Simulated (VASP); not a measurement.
Wanted: the native input for a VASP 6.6.1 run.

```
Task                   : single point
Functional             : PBE
Potentials or basis    : VASP PAW PBE potentials, release 64 (Ti_sv)
Cutoff                 : 520 eV
k mesh                 : 16 × 16 × 16
Occupations            : fermi-dirac, width 0.0612256 eV
Spin                   : no spin polarisation
Dipole correction      : no
Further INCAR settings : ALGO = Normal; EDIFF = 1e-06; NBANDS = 12
```

The structure of Ti lies in POSCAR:

```
Ti
1.0
    0.0000000000      2.0701855930      2.0701855930
    2.0701855930      0.0000000000      2.0701855930
    2.0701855930      2.0701855930      0.0000000000
Ti
1
Direct
    0.0000000000      0.0000000000      0.0000000000
```

This isn't the form of Ti at room conditions, which is hcp.

These files were run (other wordings do the same):

INCAR

```
  PREC = Accurate
  ENCUT = 520
  EDIFF = 1E-6
  ISMEAR = -1
  SIGMA = 0.06122561905347299
  LREAL = False
  LASPH = True
  NELM = 60
  ALGO = Normal
  ISIF = 2
  LWAVE = False
  LCHARG = False
  GGA = PE
  NBANDS = 12
```

KPOINTS

```
Automatic mesh
0
Gamma
  16 16 16
```

Potentials or basis: VASP PAW PBE potentials, release 64 (Ti_sv).

Command:

```console
$ cat potpaw_PBE.64/Ti_sv/POTCAR > POTCAR
$ mpirun -np 1 vasp_std > vasp.out
```

Results of the run:

```
Pressure               : -2.3 GPa
Band gap on the k mesh : zero (bands 6 and 7 overlap by 1.23 eV)
```

Run time: 23 s on 1 thread of Intel(R) Xeon(R) Platinum 8488C (Sapphire Rapids), with other jobs on the host, peak memory 0.16 GiB.
